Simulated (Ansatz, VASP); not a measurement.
# One calculation of Pd, two programs

```xyz
1
Lattice="2.6691 0.0000 0.0000 0.0000 2.6691 0.0000 0.0000 0.0000 2.6691" Properties=species:S:1:pos:R:3 pbc="T T T"
Pd    0.0000    0.0000    0.0000
```

Alike in both runs: task single point; functional BLYP; k mesh 19 × 19 × 19; occupations fermi-dirac, width 0.05 eV; collinear spin.

```csv
,VASP,Ansatz
version,VASP 6.6.1,Ansatz 0.2.0
potentials or method,"VASP PAW PBE potentials, release 64 (Pd), cutoff 520 eV","plane waves (420 eV) with PAW, scalar-relativistic"
valence electrons in the cell,10,18
```

```csv
,VASP,Ansatz,Ansatz less VASP
net moment per atom (μB),0.00,0.00,0.000
```

VASP's potentials were made for PBE, not for BLYP. VASP's potentials hold 10 valence electrons a cell and Ansatz's 18, so a difference there can come from the potentials and not from the codes. Ansatz's warnings: seeded moment not kept.
